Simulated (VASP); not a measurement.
A run of VASP 6.6.1:

INCAR

```
ALGO = Normal ; EDIFF = 1E-6
ENCUT = 520 ; GGA = PE
ISIF = 2 ; ISMEAR = -1
LASPH = T ; LCHARG = T
LELF = T ; LREAL = F
LVHAR = T ; LWAVE = F
NBANDS = 28 ; NELM = 80
PREC = Accurate ; SIGMA = 0.08
```

Contents of KPOINTS:

```
k-points
0
Gamma
  7 7 7
```

POSCAR

```
BaTiO3
1.0
    3.9198040000      0.0000000000      0.0000000000
    0.0000000000      3.9198040000      0.0000000000
    0.0000000000      0.0000000000      4.0180000000
Ba Ti O
1 1 3
Direct
    0.0000000000      0.0000000000      0.0000000000
    0.5000000000      0.5000000000      0.4820000000
    0.5000000000      0.5000000000      0.0160000000
    0.5000000000      0.0000000000      0.5150000000
    0.0000000000      0.5000000000      0.5150000000
```

Potentials or basis: VASP PAW PBE potentials, release 64 (Ba_sv, Ti_sv, O).

Run with:

```bash
$ cat potpaw_PBE.64/Ba_sv/POTCAR potpaw_PBE.64/Ti_sv/POTCAR potpaw_PBE.64/O/POTCAR > POTCAR
$ mpirun -np 1 vasp_std > vasp.out
```

Hardware: 1 thread of Intel(R) Xeon(R) Platinum 8259CL CPU @ 2.50GHz (Skylake/Cascade Lake), with other jobs on the host.

Question: Estimate the wall time of this run.

Answer: It took 74 s on 1 thread of Intel(R) Xeon(R) Platinum 8259CL CPU @ 2.50GHz (Skylake/Cascade Lake), with other jobs on the host, peak memory 0.21 GiB. Counts: scf iterations 17, k points 40.
